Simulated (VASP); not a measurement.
# Si4Sn (I4_1/a) in VASP: further runs

Si4Sn is run at these levels: PBE; tasks: relaxation of shape and atoms at fixed volume, single point.

Everything below comes from runs of VASP 6.6.1. Logs are shortened: lines on timing, memory, paths and dates and some standing lists are left out, and cuts for length are marked.

## Step 1: The cell of the first run

The structure is tetragonal, space group I4_1/a (No. 88). The conventional cell has a = 8.900 Å, b = 8.900 Å, c = 5.649 Å, α = 90.00°, β = 90.00°, γ = 90.00°. Within 3.1 Å of Si (site symmetry 1) lie 3 Si at 2.34 to 2.35 Å and 1 Sn at 2.59 Å. Sn (site symmetry -4) has 4 Si at 2.59 Å within 3.4 Å.

## Step 2: Relaxation of shape and atoms at fixed volume, PBE (volume scaled by 0.97)

Input file INCAR:

```
ALGO = Normal
EDIFF = 1E-7
EDIFFG = -0.01
ENCUT = 500
GGA = PE
GGA_COMPAT = False
IBRION = 2
ISIF = 4
ISMEAR = 0
LASPH = True
LCHARG = False
LREAL = False
LWAVE = False
NELM = 120
NELMIN = 4
NSW = 50
PREC = Accurate
SIGMA = 0.02
```

Input file KPOINTS:

```
k-points
0
Gamma
  6 6 6
```

Input file POSCAR:

```
Si4Sn
1.0
   -4.4501221499      4.4501221499      2.8245897164
    4.4501221499     -4.4501221499      2.8245897164
    4.4501221499      4.4501221499     -2.8245897164
Si Sn
8 2
Direct
    0.1667094151      0.0659840339      0.6860514877
    0.5832905849      0.1840159661      0.8139485123
    0.2306579273      0.4167094151      0.6007253812
    0.9340159661      0.6200674539      0.1007253812
    0.8159840339      0.6299325461      0.3992746188
    0.3700674539      0.7693420727      0.1860514877
    0.3799325461      0.4806579273      0.3139485123
    0.5193420727      0.8332905849      0.8992746188
    0.7500000000      0.2500000000      0.5000000000
    0.0000000000      0.0000000000      0.0000000000
```

Potentials or basis: VASP PAW PBE potentials, release 64 (Si, Sn_d).

The run is started by

```
> cat potpaw_PBE.64/Si/POTCAR potpaw_PBE.64/Sn_d/POTCAR > POTCAR
> mpirun -np 1 vasp_std > vasp.out
```

OUTCAR:

```text
EDIFF = 1E-7
   EDIFFG = -0.01
   ENCUT = 500
   GGA = PE
   IBRION = 2
   ISIF = 4
   ISMEAR = 0
   LASPH = True
   LREAL = False
   NELM = 120
   NELMIN = 4
   NSW = 50
   PREC = Accurate

 ion  position               nearest neighbor table
   1  0.167  0.066  0.686-   2 2.34   5 2.35   3 2.35  10 2.59
   2  0.583  0.184  0.814-   1 2.34   4 2.35   8 2.35   9 2.59
   3  0.231  0.417  0.601-   8 2.34   7 2.35   1 2.35   9 2.59
   4  0.934  0.620  0.101-   5 2.34   2 2.35   6 2.35  10 2.59
   5  0.816  0.630  0.399-   4 2.34   1 2.35   7 2.35   9 2.59
   6  0.370  0.769  0.186-   7 2.34   8 2.35   4 2.35   9 2.59
   7  0.380  0.481  0.314-   6 2.34   3 2.35   5 2.35  10 2.59
   8  0.519  0.833  0.899-   3 2.34   6 2.35   2 2.35  10 2.59
   9  0.750  0.250  0.500-   5 2.59   3 2.59   6 2.59   2 2.59
  10  0.000  0.000  0.000-   4 2.59   8 2.59   7 2.59   1 2.59

  LATTYP: Found a body centered tetragonal cell.
 ALAT       =     8.9002442998
 C/A-ratio  =     0.6347218394

  Lattice vectors:

 A1 = (  -4.4501221499,   4.4501221499,   2.8245897164)
 A2 = (   4.4501221499,  -4.4501221499,   2.8245897164)
 A3 = (   4.4501221499,   4.4501221499,  -2.8245897164)

Analysis of symmetry for initial positions (statically):
=====================================================================
 Subroutine PRICEL returns:
 Original cell was already a primitive cell.

 Routine SETGRP: Setting up the symmetry group for a
 body centered tetragonal supercell.

 Subroutine GETGRP returns: Found  8 space group operations
 (whereof  4 operations were pure point group operations)
 out of a pool of 16 trial point group operations.

The static configuration has the point symmetry S_4 .
 The point group associated with its full space group is C_4h.

Analysis of symmetry for dynamics (positions and initial velocities):
=====================================================================
 Subroutine PRICEL returns:
 Original cell was already a primitive cell.

 Routine SETGRP: Setting up the symmetry group for a
 body centered tetragonal supercell.

 Subroutine GETGRP returns: Found  8 space group operations
 (whereof  4 operations were pure point group operations)
 out of a pool of 16 trial point group operations.

The dynamic configuration has the point symmetry S_4 .
 The point group associated with its full space group is C_4h.

 Subroutine INISYM returns: Found  8 space group operations
 (whereof  4 operations are pure point group operations),
 and found     1 'primitive' translations

----------------------------------------------------------------------------------------

                                     Primitive cell

  volume of cell :     223.7480

  direct lattice vectors                    reciprocal lattice vectors
    -4.450122150  4.450122150  2.824589716     0.000000000  0.112356466  0.177016859
     4.450122150 -4.450122150  2.824589716     0.112356466  0.000000000  0.177016859
     4.450122150  4.450122150 -2.824589716     0.112356466  0.112356466  0.000000000

  length of vectors
     6.898223058  6.898223058  6.898223058     0.209663883  0.209663883  0.158896039

  position of ions in fractional coordinates (direct lattice)
     0.166709415  0.065984034  0.686051488
     0.583290585  0.184015966  0.813948512
     0.230657927  0.416709415  0.600725381
     0.934015966  0.620067454  0.100725381
     0.815984034  0.629932546  0.399274619
     0.370067454  0.769342073  0.186051488
     0.379932546  0.480657927  0.313948512
     0.519342073  0.833290585  0.899274619
     0.750000000  0.250000000  0.500000000
     0.000000000  0.000000000  0.000000000

  ion indices of the primitive-cell ions
   primitive index   ion index
                 1           1
                 2           2
                 3           3
                 4           4
                 5           5
                 6           6
                 7           7
                 8           8
                 9           9
                10          10

----------------------------------------------------------------------------------------

 KPOINTS: k-points

Automatic generation of k-mesh.
 Grid dimensions read from file:
[... 59 lines left out ...]
   ISPIN  =      1    spin polarized calculation?
   LNONCOLLINEAR =      F non collinear calculations
   LSORBIT =      F    spin-orbit coupling
   LASPH  =      T    aspherical Exc in radial PAW
   ENCUT  =  500.0 eV  36.75 Ry    6.06 a.u.  12.58 12.58 12.58*2*pi/ulx,y,z
   NELM   =    120;   NELMIN=  4; NELMDL= -5     # of ELM steps
   EDIFF  = 0.1E-06   stopping-criterion for ELM
   LREAL  =      F    real-space projection
   EDIFFG = -.1E-01   stopping-criterion for IOM
   NSW    =     50    number of steps for IOM
   IBRION =      2    ionic relax: 0-MD 1-quasi-New 2-CG
   NFREE  =      1    steps in history (QN), initial steepest desc. (CG)
   ISIF   =      4    stress and relaxation
   ISYM   =      2    0-nonsym 1-usesym 2-fastsym
   POTIM  = 0.5000    time-step for ionic-motion
   TEBEG  =    0.0;   TEEND  =   0.0 temperature during run
   PSTRESS=    0.0 pullay stress
   NELECT =      60.0000    total number of electrons
   NUPDOWN=      -1.0000    fix difference up-down
   EMIN   =  10.00;   EMAX   =-10.00  energy-range for DOS
   EFERMI =   0.00;   METHOD = LEGACY
   ISMEAR =     0;   SIGMA  =   0.02  broadening in eV -4-tet -1-fermi 0-gaus
   EFERMI_NEDOS =   21; number of points for ismear=-14 and -15
   IALGO  =     38    algorithm
   IMIX   =      4    mixing-type and parameters
     AMIX     =   0.40;   BMIX     =  1.00
     AMIX_MAG =   1.60;   BMIX_MAG =  1.00
  volume/ion in A,a.u.               =      22.37       150.99
  Fermi-wavevector in a.u.,A,eV,Ry     =   1.055696  1.994976 15.163609  1.114494
  Thomas-Fermi vector in A             =   2.190904
   LORBIT       =      0    0 simple, 1 ext, 2 COOP (PROOUT), +10 PAW based schemes
   GGA     = PE    functional components
   LHFCALC =     F    Hartree Fock is set to
   AEXX    =    0.0000 exact exchange contribution
   IVDW    =     0    specifies the selected vdW correction
   LEPSILON=     F    determine dielectric tensor
   LRPA    =     F    only Hartree local field effects (RPA)
 conjugate gradient relaxation of ions
 non-spin polarized calculation
 Gauss-broadening in eV      SIGMA  =   0.02
  energy-cutoff  :      500.00
  volume of cell :      223.75
 maximum number of plane-waves:      5702
   NGX = 25   NGY = 25   NGZ = 25

--------------------------------------- Ionic step        1  -------------------------------------------

 number of electron      60.0000009 magnetization

 Free energy of the ion-electron system (eV)
  ---------------------------------------------------
  ext. energy  EPLUGINS =         0.00000000
  ---------------------------------------------------
  free energy    TOTEN  =       -50.30988534 eV

  energy without entropy =      -50.30988534  energy(sigma->0) =      -50.30988534

------------------------ aborting loop because EDIFF is reached ----------------------------------------

  FORCE on cell =-STRESS in cart. coord.  units (eV):
  Direction    XX          YY          ZZ          XY          YZ          ZX
  --------------------------------------------------------------------------------------
  -------------------------------------------------------------------------------------
  Total        3.2631505      3.2631505      3.2691785     -0.0000002      0.0000000      0.0000000
  in kB       23.3662198     23.3662198     23.4093840     -0.0000011      0.0000000      0.0000000
  external PRESSURE =      23.3806079 kB  Pullay stress =       0.0000000 kB

 VOLUME and BASIS-vectors are now :
 -----------------------------------------------------------------------------
  energy-cutoff  :      500.00
  volume of cell :      223.75
      direct lattice vectors                 reciprocal lattice vectors
    -4.450122150  4.450122150  2.824589716     0.000000000  0.112356466  0.177016859
     4.450122150 -4.450122150  2.824589716     0.112356466  0.000000000  0.177016859
     4.450122150  4.450122150 -2.824589716     0.112356466  0.112356466  0.000000000

 POSITION                                       TOTAL-FORCE (eV/Angst)
 -----------------------------------------------------------------------------------
      2.60477      3.50125     -1.28055         0.004946     -0.016379      0.001002
      1.84535      5.39899     -0.13174        -0.004946      0.016379     -0.001002
      3.50125      1.84535      0.13174        -0.016379     -0.004946      0.001002
     -0.94887      1.84535      4.10514        -0.016379     -0.004946     -0.001002
      0.94887      2.60477      2.95633         0.016379      0.004946      0.001002
      2.60477     -0.94887      2.69285         0.004946     -0.016379     -0.001002
      1.84535      0.94887      1.54404        -0.004946      0.016379      0.001002
      5.39899      2.60477      1.28055         0.016379      0.004946     -0.001002
      0.00000      4.45012      1.41229        -0.000000      0.000000     -0.000000
      0.00000      0.00000      0.00000        -0.000000      0.000000     -0.000000
 -----------------------------------------------------------------------------------
    total drift:                               -0.000000      0.000000      0.000000

  FREE ENERGIE OF THE ION-ELECTRON SYSTEM (eV)
  ---------------------------------------------------
  free  energy   TOTEN  =       -50.3098853418 eV

  energy  without entropy=      -50.3098853418  energy(sigma->0) =      -50.30988534

--------------------------------------- Ionic step        2  -------------------------------------------

 number of electron      60.0000009 magnetization

 Free energy of the ion-electron system (eV)
  ---------------------------------------------------
  ext. energy  EPLUGINS =         0.00000000
  ---------------------------------------------------
  free energy    TOTEN  =       -50.30994626 eV

  energy without entropy =      -50.30994626  energy(sigma->0) =      -50.30994626

 E-fermi :   6.0507     XC(G=0):  -9.3834

 val. band max:        5.9553763174   @ k =   0.0000   0.0000   0.0000
 cond. band min:       6.6302996477   @ k =   0.5000   0.5000   0.1667
 fundamental gap:      0.6749233302
 Fermi energy:         6.0506602489

 k-point     1 :       0.0000    0.0000    0.0000
  band No.  band energies     occupation
      1     -15.1671      2.00000
      2     -15.1671      2.00000
      3     -15.1668      2.00000
      4     -15.1668      2.00000
      5     -15.1636      2.00000
      6     -15.1627      2.00000
[... 925 lines left out ...]
     35       8.2719      0.00000
     36       8.4475      0.00000

 [... further k-points ...]

------------------------ aborting loop because EDIFF is reached ----------------------------------------

  FORCE on cell =-STRESS in cart. coord.  units (eV):
  Direction    XX          YY          ZZ          XY          YZ          ZX
  --------------------------------------------------------------------------------------
  -------------------------------------------------------------------------------------
  Total        3.2565817      3.2565817      3.2739229     -0.0000001      0.0000000      0.0000000
  in kB       23.3191831     23.3191831     23.4433573     -0.0000010      0.0000000      0.0000000
  external PRESSURE =      23.3605745 kB  Pullay stress =       0.0000000 kB

 VOLUME and BASIS-vectors are now :
 -----------------------------------------------------------------------------
  energy-cutoff  :      500.00
  volume of cell :      223.75
      direct lattice vectors                 reciprocal lattice vectors
    -4.450079016  4.450079010  2.824644477    -0.000000000  0.112357556  0.177013427
     4.450079016 -4.450079010  2.824644477     0.112357556  0.000000000  0.177013427
     4.450079010  4.450079016 -2.824644477     0.112357555  0.112357556  0.000000000

 POSITION                                       TOTAL-FORCE (eV/Angst)
 -----------------------------------------------------------------------------------
      2.60499      3.50043     -1.28053         0.003474      0.000121      0.005495
      1.84509      5.39973     -0.13180        -0.003474     -0.000121     -0.005495
      3.50043      1.84509      0.13180         0.000121     -0.003474      0.005495
     -0.94965      1.84509      4.10517         0.000121     -0.003474     -0.005495
      0.94965      2.60499      2.95644        -0.000121      0.003474      0.005495
      2.60499     -0.94965      2.69285         0.003474      0.000121     -0.005495
      1.84509      0.94965      1.54412        -0.003474     -0.000121      0.005495
      5.39973      2.60499      1.28053        -0.000121      0.003474     -0.005495
     -0.00000      4.45008      1.41232        -0.000000      0.000000      0.000000
      8.90016      0.00000      0.00000        -0.000000      0.000000     -0.000000
 -----------------------------------------------------------------------------------
    total drift:                               -0.000000     -0.000000      0.000000

  FREE ENERGIE OF THE ION-ELECTRON SYSTEM (eV)
  ---------------------------------------------------
  free  energy   TOTEN  =       -50.3099462645 eV

  energy  without entropy=      -50.3099462645  energy(sigma->0) =      -50.30994626

 reached required accuracy - stopping structural energy minimisation
```

Wall time 15 min (1 thread of Intel Xeon 8259CL, shared host); peak memory 0.5 GiB.

Results:

```
Free energy                  : -50.3099 eV
Energy gained by relaxing    : 0.0 meV/atom
Ionic steps                  : 2
Pressure after relaxing      : 2.3 GPa
Largest force after relaxing : 0.007 eV/Å
Band gap on the k mesh       : 0.67 eV, indirect (least direct gap 1.18 eV)
```

Forces on the atoms (eV/Å):
```
Si   0.003  0.000  0.005
Si  -0.003  0.000 -0.005
Si   0.000 -0.003  0.005
Si   0.000 -0.003 -0.005
Si   0.000  0.003  0.005
Si   0.003  0.000 -0.005
Si  -0.003  0.000  0.005
Si   0.000  0.003 -0.005
Sn   0.000  0.000  0.000
Sn   0.000  0.000  0.000
```

Final structure:
```cif
data_structure
_symmetry_space_group_name_H-M 'P 1'
_symmetry_Int_Tables_number 1
_cell_length_a 6.8982
_cell_length_b 6.8982
_cell_length_c 6.8982
_cell_angle_alpha 99.652
_cell_angle_beta 99.652
_cell_angle_gamma 131.656
_cell_volume 223.75
loop_
_atom_site_label
_atom_site_type_symbol
_atom_site_fract_x
_atom_site_fract_y
_atom_site_fract_z
_atom_site_occupancy
Si1 Si 0.16663 0.06602 0.68599 1
Si2 Si 0.58337 0.18398 0.81401 1
Si3 Si 0.23064 0.41663 0.60061 1
Si4 Si 0.93398 0.61997 0.10061 1
Si5 Si 0.81602 0.63003 0.39939 1
Si6 Si 0.36997 0.76936 0.18599 1
Si7 Si 0.38003 0.48064 0.31401 1
Si8 Si 0.51936 0.83337 0.89939 1
Sn1 Sn 0.75000 0.25000 0.50000 1
Sn2 Sn 0.00000 0.00000 0.00000 1
```

Levels at points of the mesh, in eV from the valence-band top:
| k point | band 28 | band 29 | band 30 | band 31 | band 32 | band 33 |
| --- | --- | --- | --- | --- | --- | --- |
| (0.00, 0.00, 0.00) | -0.02 | -0.02 | 0.00 | 2.24 | 2.43 | 2.43 |
| (0.50, 0.00, 0.00) | -1.17 | -1.11 | -1.05 | 1.15 | 2.32 | 2.43 |
| (0.50, 0.50, 0.00) | -1.96 | -0.87 | -0.87 | 0.74 | 0.74 | 2.09 |
| (0.50, 0.50, 0.50) | -2.15 | -1.67 | -1.67 | 0.73 | 0.73 | 1.65 |

Caveat: the cell differs from its parent crystal (volume scaled by 0.97); spin-orbit coupling is left out, which moves the levels of the heavy elements. A k mesh can miss the band edges.

## Step 3: Single point, PBE

This run uses another cell than the first one, of 23.07 Å³/atom, 1.031 times its volume.

Input file INCAR:

```
ALGO = Normal
EDIFF = 1E-7
ENCUT = 520
GGA = PE
ISIF = 2
ISMEAR = 0
LASPH = T
LCHARG = T
LELF = T
LREAL = F
LVHAR = T
LWAVE = F
NBANDS = 41
NELM = 100
PREC = Accurate
SIGMA = 0.02
```

KPOINTS is that of step 2.

POSCAR, as its differences from that of step 2:

```diff
@@ -2,5 +2,5 @@
 1.0
-   -4.4501221499      4.4501221499      2.8245897164
-    4.4501221499     -4.4501221499      2.8245897164
-    4.4501221499      4.4501221499     -2.8245897164
+   -4.4955346961      4.4955346961      2.8534140513
+    4.4955346961     -4.4955346961      2.8534140513
+    4.4955346961      4.4955346961     -2.8534140513
 Si Sn
```

Potentials or basis: VASP PAW PBE potentials, release 64 (Si, Sn_d).

The run is started by

```
> cat potpaw_PBE.64/Si/POTCAR potpaw_PBE.64/Sn_d/POTCAR > POTCAR
> mpirun -np 1 vasp_std > vasp.out
```

Run time: 14 min. Hardware: 1 thread of Oxide Virtual Turin-like, shared host; peak memory 0.51 GiB.

It converged, with:

```yaml
Free_energy: -50.3583 eV
Pressure: -0.1 GPa
Band_gap_on_the_k_mesh: 0.71 eV, indirect (least direct gap 1.20 eV)
```

Forces in eV/Å, atoms in the order of the input:
```
Si   0.001 -0.002 -0.002
Si  -0.001  0.002  0.002
Si  -0.002 -0.001 -0.002
Si  -0.002 -0.001  0.002
Si   0.002  0.001 -0.002
Si   0.001 -0.002  0.002
Si  -0.001  0.002 -0.002
Si   0.002  0.001  0.002
Sn   0.000  0.000  0.000
Sn   0.000  0.000  0.000
```

Levels at points of the mesh, in eV from the valence-band top:
```tsv
k point	band 27	band 28	band 29	band 30	band 31	band 32	band 33	band 34
(0.00, 0.00, 0.00)	-2.56	-0.02	-0.02	0.00	1.94	2.41	2.41	2.48
(0.50, 0.00, 0.00)	-1.29	-1.14	-1.09	-1.02	1.04	2.29	2.41	2.56
(0.50, 0.50, 0.00)	-1.90	-1.90	-0.85	-0.85	0.78	0.78	2.09	2.09
(0.50, 0.50, 0.50)	-2.08	-2.08	-1.62	-1.62	0.78	0.78	1.66	1.66
```

Caveat: spin-orbit coupling is left out, which moves the levels of the heavy elements. As with any semilocal functional, this PBE gap is likely too small.
